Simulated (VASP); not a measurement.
# TeMo5 (P1) in VASP: single point with PBE

Aim: the single point of TeMo5 with PBE.

Program: VASP 6.6.1. These are calculated values, not measurements. Logs are shortened: lines on timing, memory, paths and dates and some standing lists are left out, and cuts for length are marked.

## 1. The cell of the first run

The typed cell holds 12 atoms: a = 4.540 Å, b = 4.771 Å, c = 9.175 Å, α = 89.57°, β = 89.36°, γ = 89.78°.

## 2. Single point, PBE

Input file INCAR:

```
SYSTEM = TeMo5
PREC = Accurate
ENCUT = 520
EDIFF = 1E-7
ISMEAR = 0
SIGMA = 0.1
LREAL = .False.
LASPH = .True.
NELM = 80
ALGO = Fast
ISIF = 2
LWAVE = .False.
LCHARG = .False.
GGA = PE
NBANDS = 88
```

Input file KPOINTS:

```
Automatic mesh
0
Gamma
  4 4 2
  0 0 0
```

Input file POSCAR:

```
TeMo5
1.0
    4.5401556336      0.0000000000      0.0000000000
    0.0182624369      4.7705919606      0.0000000000
    0.1022417859      0.0690764536      9.1738900203
Te Mo
2 10
Direct
    0.4736497768      0.9825413353      0.5048447596
    0.9698006970      0.0169629976      0.9964462302
    0.8602153460      0.4935258119      0.5032245220
    0.3561847570      0.5081808206      0.9962931475
    0.3948552468      0.4926592217      0.3303043847
    0.8316902396      0.5026485448      0.8314225126
    0.8916283038      0.5101001179      0.1678861733
    0.3348837928      0.4930124623      0.6661672300
    0.9722623166      0.0026329237      0.3269831761
    0.4697482909      0.9958430797      0.8391283982
    0.4729213425      0.0013556912      0.1747081049
    0.9721598901      0.0005369935      0.6625913607
```

Potentials or basis: VASP PAW PBE potentials, release 64 (Te, Mo_sv).

Launch:

```sh
> cat potpaw_PBE.64/Te/POTCAR potpaw_PBE.64/Mo_sv/POTCAR > POTCAR
> mpirun -np 1 vasp_std > vasp.out
```

OUTCAR:

```text
SYSTEM = TeMo5
   PREC = Accurate
   ENCUT = 520
   EDIFF = 1E-7
   ISMEAR = 0
   LREAL = .False.
   LASPH = .True.
   NELM = 80
   ISIF = 2
   GGA = PE

 ion  position               nearest neighbor table
   1  0.474  0.983  0.505-  12 2.69  12 2.70   9 2.78   9 2.82   8 2.82   5 2.87   3 2.91   8 2.92
                             5 2.93   3 3.01  11 3.03  10 3.07
   2  0.970  0.017  0.996-  10 2.68  10 2.71  11 2.77  11 2.82   6 2.83   7 2.86   7 2.90   4 2.93
                             6 2.97   4 2.99   9 3.03  12 3.06
   3  0.860  0.494  0.503-   8 2.64   5 2.66   8 2.80  12 2.81   5 2.88  12 2.89   9 2.90   1 2.91
                             9 2.95   1 3.01   6 3.01   7 3.08
   4  0.356  0.508  0.996-   7 2.62   6 2.62  10 2.77   6 2.84  10 2.89   7 2.91  11 2.93   2 2.93
                            11 2.96   2 2.99   8 3.03   5 3.07
   5  0.395  0.493  0.330-   3 2.66   7 2.69   7 2.74  11 2.77  11 2.83   1 2.87   3 2.88   1 2.93
                             9 3.03   4 3.07   8 3.09   9 3.09
   6  0.832  0.503  0.831-   4 2.62   8 2.73   8 2.73   2 2.83   4 2.84  10 2.87  12 2.90  12 2.93
                            10 2.93   2 2.97   3 3.01   7 3.10
   7  0.892  0.510  0.168-   4 2.62   5 2.69   5 2.74   9 2.80   9 2.84   2 2.86   2 2.90   4 2.91
                            11 3.01   3 3.08  11 3.09   6 3.10
   8  0.335  0.493  0.666-   3 2.64   6 2.73   6 2.73   3 2.80   1 2.82  12 2.87  10 2.91   1 2.92
                            12 2.92  10 2.96   4 3.03   5 3.09
   9  0.972  0.003  0.327-  11 2.65  11 2.68   1 2.78   7 2.80   1 2.82   7 2.84   3 2.90   3 2.95
                             5 3.03   2 3.03  12 3.08   5 3.09
  10  0.470  0.996  0.839-   2 2.68   2 2.71   4 2.77  12 2.78  12 2.79   6 2.87   4 2.89   8 2.91
                             6 2.93   8 2.96   1 3.07  11 3.08
  11  0.473  0.001  0.175-   9 2.65   9 2.68   2 2.77   5 2.77   2 2.82   5 2.83   4 2.93   4 2.96
                             7 3.01   1 3.03  10 3.08   7 3.09
  12  0.972  0.001  0.663-   1 2.69   1 2.70  10 2.78  10 2.79   3 2.81   8 2.87   3 2.89   6 2.90
                             8 2.92   6 2.93   2 3.06   9 3.08

  LATTYP: Found a triclinic cell.
 ALAT       =     4.5401556336
 B/A-ratio  =     1.4477768254
 C/A-ratio  =     2.0207941138
 COS(alpha) =     0.0022019275
 COS(beta)  =     0.0111438593
 COS(gamma) =     0.6879358456

  Lattice vectors:

 A1 = (  -4.5401556336,   0.0000000000,   0.0000000000)
 A2 = (  -4.5218931967,   4.7705919606,   0.0000000000)
 A3 = (  -0.1022417859,  -0.0690764536,  -9.1738900203)

Analysis of symmetry for initial positions (statically):
=====================================================================
 Subroutine PRICEL returns:
 Original cell was already a primitive cell.

 Routine SETGRP: Setting up the symmetry group for a
 triclinic supercell.

 Subroutine GETGRP returns: Found  1 space group operations
 (whereof  1 operations were pure point group operations)
 out of a pool of  2 trial point group operations.

The static configuration has the point symmetry C_1 .

Analysis of symmetry for dynamics (positions and initial velocities):
=====================================================================
 Subroutine PRICEL returns:
 Original cell was already a primitive cell.

 Routine SETGRP: Setting up the symmetry group for a
 triclinic supercell.

 Subroutine GETGRP returns: Found  1 space group operations
 (whereof  1 operations were pure point group operations)
 out of a pool of  2 trial point group operations.

The dynamic configuration has the point symmetry C_1 .

 Subroutine INISYM returns: Found  1 space group operations
 (whereof  1 operations are pure point group operations),
 and found     1 'primitive' translations

----------------------------------------------------------------------------------------

                                     Primitive cell

  volume of cell :     198.6994

  direct lattice vectors                    reciprocal lattice vectors
     4.540155634  0.000000000  0.000000000     0.220256767 -0.000843171 -0.002448384
     0.018262437  4.770591961  0.000000000     0.000000000  0.209617592 -0.001578353
     0.102241786  0.069076454  9.173890020     0.000000000  0.000000000  0.109005013

[... 39 lines left out ...]

 Generating k-lattice:

  Cartesian coordinates                     Fractional coordinates (reciprocal lattice)
     0.055064192 -0.000210793 -0.000612096     0.250000000  0.000000000  0.000000000
     0.000000000  0.052404398 -0.000394588     0.000000000  0.250000000  0.000000000
     0.000000000  0.000000000  0.054502506     0.000000000  0.000000000  0.500000000

  Length of vectors
     0.055067997  0.052405884  0.054502506

  Shift w.r.t. Gamma in fractional coordinates (k-lattice)
     0.000000000  0.000000000  0.000000000

 Subroutine IBZKPT returns following result:
 ===========================================

 Found     20 irreducible k-points:

 Following reciprocal coordinates:
            Coordinates               Weight
  0.000000  0.000000  0.000000      1.000000
  0.250000  0.000000 -0.000000      2.000000
  0.500000  0.000000 -0.000000      1.000000
  0.000000  0.250000 -0.000000      2.000000
  0.250000  0.250000 -0.000000      2.000000
  0.500000  0.250000 -0.000000      2.000000
[... 12 lines left out ...]
  0.250000  0.500000  0.500000      2.000000
  0.500000  0.500000  0.500000      1.000000
   k-points           NKPTS =     20   k-points in BZ     NKDIM =     20   number of bands    NBANDS=     88
   number of dos      NEDOS =    301   number of ions     NIONS =     12
   total plane-waves  NPLWV =  90720
   dimension x,y,z NGX =    36 NGY =   36 NGZ =   70
   dimension x,y,z NGXF=    72 NGYF=   72 NGZF=  140
   ions per type =               2  10
   NGX,Y,Z   is equivalent  to a cutoff of  13.18, 12.55, 12.68 a.u.
   NGXF,Y,Z  is equivalent  to a cutoff of  26.36, 25.09, 25.37 a.u.
 SYSTEM =  TeMo5
   PREC   = accura    normal or accurate (medium, high low for compatibility)
   ISTART =      0    job   : 0-new  1-cont  2-samecut
   ICHARG =      2    charge: 1-file 2-atom 10-const
   ISPIN  =      1    spin polarized calculation?
   LNONCOLLINEAR =      F non collinear calculations
   LSORBIT =      F    spin-orbit coupling
   LASPH  =      T    aspherical Exc in radial PAW
   ENCUT  =  520.0 eV  38.22 Ry    6.18 a.u.   8.44  8.87 17.06*2*pi/ulx,y,z
   NELM   =     80;   NELMIN=  2; NELMDL= -5     # of ELM steps
   EDIFF  = 0.1E-06   stopping-criterion for ELM
   LREAL  =      F    real-space projection
   EDIFFG = 0.1E-05   stopping-criterion for IOM
   NSW    =      0    number of steps for IOM
   IBRION =     -1    ionic relax: 0-MD 1-quasi-New 2-CG
   NFREE  =      0    steps in history (QN), initial steepest desc. (CG)
   ISIF   =      2    stress and relaxation
   ISYM   =      2    0-nonsym 1-usesym 2-fastsym
   POTIM  = 0.5000    time-step for ionic-motion
   TEBEG  =    0.0;   TEEND  =   0.0 temperature during run
   PSTRESS=    0.0 pullay stress
   NELECT =     152.0000    total number of electrons
   NUPDOWN=      -1.0000    fix difference up-down
   EMIN   =  10.00;   EMAX   =-10.00  energy-range for DOS
   EFERMI =   0.00;   METHOD = LEGACY
   ISMEAR =     0;   SIGMA  =   0.10  broadening in eV -4-tet -1-fermi 0-gaus
   EFERMI_NEDOS =   21; number of points for ismear=-14 and -15
   IALGO  =     68    algorithm
   IMIX   =      4    mixing-type and parameters
     AMIX     =   0.40;   BMIX     =  1.00
     AMIX_MAG =   1.60;   BMIX_MAG =  1.00
  volume/ion in A,a.u.               =      16.56       111.74
  Fermi-wavevector in a.u.,A,eV,Ry     =   1.497237  2.829367 30.500428  2.241718
  Thomas-Fermi vector in A             =   2.609151
   LORBIT       =      0    0 simple, 1 ext, 2 COOP (PROOUT), +10 PAW based schemes
   GGA     = PE    functional components
   LHFCALC =     F    Hartree Fock is set to
   AEXX    =    0.0000 exact exchange contribution
   IVDW    =     0    specifies the selected vdW correction
   LEPSILON=     F    determine dielectric tensor
   LRPA    =     F    only Hartree local field effects (RPA)
 non-spin polarized calculation
 RMM-DIIS sequential band-by-band and
 Gauss-broadening in eV      SIGMA  =   0.10
  energy-cutoff  :      520.00
  volume of cell :      198.70
 maximum number of plane-waves:      5400
 NGX is ok and might be reduce to    36
   NGX = 17   NGY = 17   NGZ = 35

 number of electron     152.0000005 magnetization

 Free energy of the ion-electron system (eV)
  ---------------------------------------------------
  ext. energy  EPLUGINS =         0.00000000
  ---------------------------------------------------
  free energy    TOTEN  =      -111.21655071 eV

  energy without entropy =     -111.16774664  energy(sigma->0) =     -111.19214868

 E-fermi :  12.5525     XC(G=0): -12.9685

 val. band max:       12.5439738703   @ k =   0.2500   0.2500   0.5000
 cond. band min:      12.5556258346   @ k =  -0.2500   0.2500   0.5000
 fundamental gap:      0.0116519643
 Fermi energy:        12.5525432060

 k-point     1 :       0.0000    0.0000    0.0000
  band No.  band energies     occupation
      1     -48.4389      2.00000
      2     -48.3516      2.00000
      3     -48.3378      2.00000
      4     -48.2784      2.00000
      5     -48.2265      2.00000
      6     -48.2075      2.00000
[... 1809 lines left out ...]
     87      14.3180      0.00000
     88      14.7028      0.00000

------------------------ aborting loop because EDIFF is reached ----------------------------------------

  FORCE on cell =-STRESS in cart. coord.  units (eV):
  Direction    XX          YY          ZZ          XY          YZ          ZX
  --------------------------------------------------------------------------------------
  -------------------------------------------------------------------------------------
  Total        2.2088107     -0.8605045      4.4913882      0.0077114     -0.6378295     -1.0313363
  in kB       17.8103533     -6.9385255     36.2155126      0.0621797     -5.1430250     -8.3159975
  external PRESSURE =      15.6957802 kB  Pullay stress =       0.0000000 kB

 VOLUME and BASIS-vectors are now :
 -----------------------------------------------------------------------------
  energy-cutoff  :      520.00
  volume of cell :      198.70
      direct lattice vectors                 reciprocal lattice vectors
     4.540155634  0.000000000  0.000000000     0.220256767 -0.000843171 -0.002448384
     0.018262437  4.770591961  0.000000000     0.000000000  0.209617592 -0.001578353
     0.102241786  0.069076454  9.173890020     0.000000000  0.000000000  0.109005013

 POSITION                                       TOTAL-FORCE (eV/Angst)
 -----------------------------------------------------------------------------------
      2.22000      4.72218      4.63139        -0.178677      0.378960     -0.115372
      4.50523      0.14975      9.14129        -0.083595     -0.373570      0.113428
      3.96598      2.38917      4.61653        -0.015231     -0.003712     -0.126633
      1.72828      2.49314      9.13988        -0.032781     -0.055450      0.012967
      1.83547      2.37309      3.03018         0.054522      0.091945      0.025739
      3.87019      2.45536      7.62738         0.859245      0.058633     -0.044632
      4.07461      2.44508      1.54017         0.129186     -0.141566      0.077990
      1.59754      2.39798      6.11134         0.794058     -0.043179      0.149822
      4.44770      0.03515      2.99971        -0.400510      0.018562      0.088957
      2.23671      4.80873      7.69807        -0.280171      0.086225     -0.039465
      2.16502      0.01854      1.60275        -0.524264      0.009185     -0.108279
      4.48151      0.04833      6.07854        -0.321781     -0.026034     -0.034524
 -----------------------------------------------------------------------------------
    total drift:                                0.000528     -0.000193      0.000010

  FREE ENERGIE OF THE ION-ELECTRON SYSTEM (eV)
  ---------------------------------------------------
  free  energy   TOTEN  =      -111.2165507103 eV

  energy  without entropy=     -111.1677466449  energy(sigma->0) =     -111.19214868
```

It took 9.3 min on 1 thread of Oxide Virtual Turin-like, shared host; peak memory 0.4 GiB.

What came out:

* Free energy: -111.2166 eV
* Pressure: 1.6 GPa
* Largest force: 0.862 eV/Å
* Band gap on the k mesh: zero (band 76 reaches 12.69 eV, above the bottom of band 77 at 12.47 eV)

Forces in eV/Å, atoms in the order of the input:
```
Te  -0.179  0.379 -0.115
Te  -0.084 -0.374  0.113
Mo  -0.015 -0.004 -0.127
Mo  -0.033 -0.055  0.013
Mo   0.055  0.092  0.026
Mo   0.859  0.059 -0.045
Mo   0.129 -0.142  0.078
Mo   0.794 -0.043  0.150
Mo  -0.401  0.019  0.089
Mo  -0.280  0.086 -0.039
Mo  -0.524  0.009 -0.108
Mo  -0.322 -0.026 -0.035
```

Stress tensor (GPa, compression positive):
```
 1.78  0.01 -0.83
 0.01 -0.69 -0.51
-0.83 -0.51  3.62
```

Levels at points of the mesh, in eV from the Fermi level:
| k point | band 73 | band 74 | band 75 | band 76 | band 77 | band 78 | band 79 | band 80 |
| --- | --- | --- | --- | --- | --- | --- | --- | --- |
| (0.00, 0.00, 0.00) | -0.38 | -0.31 | -0.21 | -0.14 | -0.04 | 0.20 | 0.23 | 0.77 |
| (0.50, 0.00, 0.00) | -0.59 | -0.58 | -0.31 | -0.31 | 0.30 | 0.34 | 0.46 | 0.48 |
| (0.00, 0.50, 0.00) | -0.95 | -0.59 | -0.33 | 0.14 | 0.17 | 0.48 | 0.66 | 0.86 |
| (0.50, 0.50, 0.00) | -0.50 | -0.45 | -0.18 | -0.14 | 0.18 | 0.21 | 0.31 | 0.36 |
| (0.00, 0.00, 0.50) | -0.55 | -0.35 | -0.06 | 0.02 | 0.11 | 0.32 | 0.90 | 1.02 |
| (0.50, 0.00, 0.50) | -0.74 | -0.73 | -0.08 | -0.08 | 0.31 | 0.40 | 0.57 | 0.60 |
| (0.00, 0.50, 0.50) | -0.72 | -0.53 | -0.38 | -0.11 | -0.03 | 0.33 | 0.61 | 0.87 |
| (0.50, 0.50, 0.50) | -0.44 | -0.35 | -0.13 | -0.05 | 0.41 | 0.46 | 0.48 | 0.49 |

Caveat: spin-orbit coupling is left out, which moves the levels of the heavy elements.
